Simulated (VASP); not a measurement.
Crystal: AlN.

```
Al N
1.0
     3.11300    0.00000    0.00000
    -1.55650    2.69594    0.00000
     0.00000    0.00000    4.98100
Al N
2 2
Direct
  0.66667 0.33333 0.50000
  0.33333 0.66667 0.00000
  0.66667 0.33333 0.88000
  0.33333 0.66667 0.38000
```

- Program: VASP 6.6.1
- Task: relaxation of cell and atoms
- Functional: revPBE
- Potentials or basis: VASP PAW PBE potentials, release 64 (Al, N)
- Cutoff: 600 eV
- k mesh: 10 × 10 × 6
- Occupations: fermi-dirac, width 0.05 eV
- Spin: no spin polarisation

At the start: pressure 5.8 GPa; volume 10.45 Å³/atom.

Question: Where does the relaxation end?

Answer: Over 3 steps the energy falls by 5.8 meV/atom and the volume is 10.76 Å³/atom (+3.0 %); space group P6_3mc (No. 186, to 0.05 Å).

The path:
```tsv
step	energy change (eV)	largest force (eV/Å)	pressure (GPa)	volume (Å³)
1	0.0000	0.1351	5.84	41.80
2	-0.0060	0.0908	-4.55	44.15
3	-0.0230	0.0008	0.02	43.04
```

Final structure:
```yaml
crystal:
  lattice:
    - [3.14065, 0.00000, 0.00000]
    - [-1.57032, 2.71988, 0.00000]
    - [0.00000, 0.00000, 5.03809]
  atoms:
    - { symbol: Al, position: [0.66667, 0.33333, 0.49929] }
    - { symbol: Al, position: [0.33333, 0.66667, 0.99929] }
    - { symbol: N, position: [0.66667, 0.33333, 0.88071] }
    - { symbol: N, position: [0.33333, 0.66667, 0.38071] }
```

Caveat: the PAW data sets were made with another functional, which shifts forces and pressure a little.
